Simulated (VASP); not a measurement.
Wanted: the native input for a VASP 6.6.1 run.

```yaml
Task: single point
Functional: PBE
Potentials_or_basis: VASP PAW PBE potentials, release 64 (Co, O)
Cutoff: 520 eV
k_mesh: 12 × 12 × 12
Occupations: fermi-dirac, width 0.05 eV
Spin: collinear spin, ferromagnetic start
Starting_moments: "[2.0, 0.0] μB"
Dipole_correction: no
Further_INCAR_settings: ALGO = Normal; EDIFF = 1e-06; NBANDS = 18
```

The structure of CoO lies in POSCAR:

```
CoO
1.0
   -1.4978793267      1.4978793267      2.0931073140
    1.4978793267     -1.4978793267      2.0931073140
    1.4978793267      1.4978793267     -2.0931073140
Co O
1 1
Direct
    0.0000000000      0.0000000000      0.0000000000
    0.5000000000      0.5000000000      0.0000000000
```

One way to write it, as run:

INCAR

```
PREC     = Accurate       # precision mode
ENCUT    = 520            # plane-wave cutoff, eV
EDIFF    = 1E-6           # SCF threshold, eV
ISMEAR   = -1             # smearing method
SIGMA    = 0.05           # smearing width, eV
LREAL    = F              # projectors in reciprocal space
LASPH    = T              # aspherical terms in the spheres
NELM     = 150            # most SCF steps
ALGO     = Normal         # electronic algorithm
ISIF     = 2              # what is computed and relaxed
LWAVE    = F              # write WAVECAR
LCHARG   = T              # write CHGCAR
ISPIN    = 2              # spin polarisation
MAGMOM   = 2 0            # initial moments
LORBIT   = 11             # projections on sites
LMAXMIX  = 4              # l up to which the mixer works
GGA      = PE             # functional
LELF     = T              # ELF
LVHAR    = T            
NBANDS   = 18             # bands
```

KPOINTS

```
Automatic mesh
0
Gamma
  12 12 12
```

Potentials or basis: VASP PAW PBE potentials, release 64 (Co, O).

Launch:

```sh
$ cat potpaw_PBE.64/Co/POTCAR potpaw_PBE.64/O/POTCAR > POTCAR
$ mpirun -np 1 vasp_std > vasp.out
```

It gave:

```yaml
Pressure: 2.6 GPa
Net_moment: 2.82 μB per cell
Site_moments: Co +2.50; O +0.28 μB
Valence_electrons_inside_the_program's_atomic_spheres: Co 7.85; O 4.99
```

Caveat: a cell with one magnetic atom can't hold antiferromagnetic order, which such compounds often take.

It took 100 s on 1 thread of AMD EPYC 9R45 96-Core Processor (Zen 5), on a shared host, peak memory 0.18 GiB.
